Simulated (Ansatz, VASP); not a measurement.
# HfB2 in VASP and in Ansatz

```
Hf B
1.0
     3.13637    0.00000    0.00000
    -1.56819    2.71618    0.00000
     0.00000    0.00000    3.47953
Hf B
1 2
Cartesian
  0.0000 0.0000 0.0000
  0.0000 1.8108 1.7398
  1.5682 0.9054 1.7398
```

Alike in both runs: functional r2SCAN; k mesh 21 × 21 × 16; occupations gaussian, width 0.1 eV; no spin polarisation.

Ansatz relaxed the structure, and its values are those at the end. VASP's run is a single point on that final structure, the one shown.

|  | VASP | Ansatz |
| --- | --- | --- |
| version | VASP 6.6.1 | Ansatz 0.2.0 |
| potentials or method | VASP PAW PBE potentials, release 64 (Hf_pv, B) | scalar-relativistic, plane waves, PAW |
| plane-wave cutoff (eV) | 520 | 500 |
| valence electrons in the cell | 16 | 32 |

```tsv
	VASP	Ansatz	Ansatz less VASP
gap on the k mesh at the Fermi level (eV)	none	none	-
pressure (GPa)	-0.6	0.0	+0.60
```

VASP's potentials were made for PBE, not for r2SCAN. A gap of «none» marks a metal or a gap that the smearing closes. VASP's potentials hold 16 valence electrons a cell and Ansatz's 32, so a difference there can come from the potentials and not from the codes.

Neither program's run includes spin-orbit coupling.
